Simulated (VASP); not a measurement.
A run of VASP 6.6.1 is set up as follows.

File INCAR:

```
ALGO     = Normal         # electronic algorithm
EDIFF    = 1E-6           # SCF threshold, eV
ENCUT    = 520            # plane-wave cutoff, eV
GGA      = PS             # functional
ISIF     = 2              # what is computed and relaxed
ISMEAR   = 0              # smearing method
LASPH    = T              # aspherical terms in the spheres
LCHARG   = T              # write CHGCAR
LELF     = T              # ELF
LREAL    = F              # projectors in reciprocal space
LVHAR    = T            
LWAVE    = F              # write WAVECAR
NBANDS   = 28             # bands
NELM     = 80             # most SCF steps
PREC     = Accurate       # precision mode
SIGMA    = 0.02           # smearing width, eV
```

Contents of KPOINTS:

```
k-points
0
Gamma
  8 8 8
```

POSCAR

```
BaTiO3
1.0
    4.0741531679      0.0000000000      0.0000000000
    0.0000000000      4.0741531679      0.0000000000
    0.0000000000      0.0000000000      3.9197279262
Ba Ti O
1 1 3
Direct
    0.5000000000      0.5000000000      0.5768251875
    0.0000000000      0.0000000000      0.0856002311
    0.0000000000      0.5000000000      0.0675449126
    0.5000000000      0.0000000000      0.0675449126
    0.0000000000      0.0000000000      0.5624817462
```

Potentials or basis: VASP PAW PBE potentials, release 64 (Ba_sv, Ti_sv, O).

The run is started by

```sh
$ cat potpaw_PBE.64/Ba_sv/POTCAR potpaw_PBE.64/Ti_sv/POTCAR potpaw_PBE.64/O/POTCAR > POTCAR
$ mpirun -np 1 vasp_std > vasp.out
```

**Question.** Estimate the largest force.

**Answer.** 0.037 eV/Å.

**Question.** Estimate the pressure.

**Answer.** -3.8 GPa.

**Question.** Predict the band gap on the k mesh.

**Answer.** 1.65 eV, indirect (least direct gap 1.86 eV).

Stress tensor (GPa, compression positive):
```
-6.66  0.00  0.00
 0.00 -6.66  0.00
 0.00  0.00  1.91
```

Caveat: the cell differs from its parent crystal (biaxial strain in the a-b plane: +3.0 %, then relaxed in part); the PAW data sets were made with another functional, which shifts forces and pressure a little; spin-orbit coupling is left out, which moves the levels of the heavy elements. A k mesh can miss the band edges.
